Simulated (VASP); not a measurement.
A run of VASP 6.6.1:

Contents of POSCAR:

```
HfO2
1.0
    3.5768243321      0.0000000000      0.0000000000
    0.0000000000      3.5768243321      0.0000000000
    0.0000000000      0.0000000000      5.2026739521
Hf O
2 4
Direct
    0.5000000000      0.4952320236      0.5000000000
    0.0000000000     -0.0047679764      0.0000000000
    0.0000000000      0.5524208020      0.6961635346
    0.5000000000      0.0524208020      0.8038364654
    0.5000000000      0.0007716830      0.3038364654
    0.0000000000      0.5007716830      0.1961635346
```

INCAR.step1

```
PREC     = Accurate       # precision mode
ENCUT    = 520            # plane-wave cutoff, eV
ISMEAR   = 0              # smearing method
SIGMA    = 0.05           # smearing width, eV
LREAL    = False          # projectors in reciprocal space
LASPH    = True           # aspherical terms in the spheres
NELM     = 80             # most SCF steps
NBANDS   = 31             # bands
GGA      = PE             # functional
ALGO     = Normal         # electronic algorithm
EDIFF    = 1E-4           # SCF threshold, eV
LWAVE    = True           # write WAVECAR
LCHARG   = False          # write CHGCAR
```

Contents of INCAR.step2:

```
PREC     = Accurate       # precision mode
ENCUT    = 520            # plane-wave cutoff, eV
EDIFF    = 1E-7           # SCF threshold, eV
ISMEAR   = 0              # smearing method
SIGMA    = 0.05           # smearing width, eV
LREAL    = False          # projectors in reciprocal space
LASPH    = True           # aspherical terms in the spheres
NELM     = 80             # most SCF steps
ALGO     = Normal         # electronic algorithm
ISIF     = 2              # what is computed and relaxed
LWAVE    = False          # write WAVECAR
LCHARG   = True           # write CHGCAR
METAGGA  = R2SCAN         # meta-GGA
LMIXTAU  = True         
LELF     = True           # ELF
LVHAR    = True         
NBANDS   = 31             # bands
ISTART   = 1
```

KPOINTS

```
Automatic mesh
0
Gamma
  6 6 6
```

Potentials or basis: VASP PAW PBE potentials, release 64 (Hf_pv, O).

Command:

```sh
$ cat potpaw_PBE.64/Hf_pv/POTCAR potpaw_PBE.64/O/POTCAR > POTCAR
$ cp INCAR.step1 INCAR
$ mpirun -np 1 vasp_std > vasp.out
$ cp INCAR.step2 INCAR
$ mpirun -np 1 vasp_std > vasp.out
```

Hardware: 1 thread of Intel Xeon 8259CL, on a shared host.

Question: Estimate the wall time of this run.

Answer: Wall time 13 min on 1 thread of Intel Xeon 8259CL, with other jobs on the host, peak memory 0.25 GiB. Counts: k points 64.
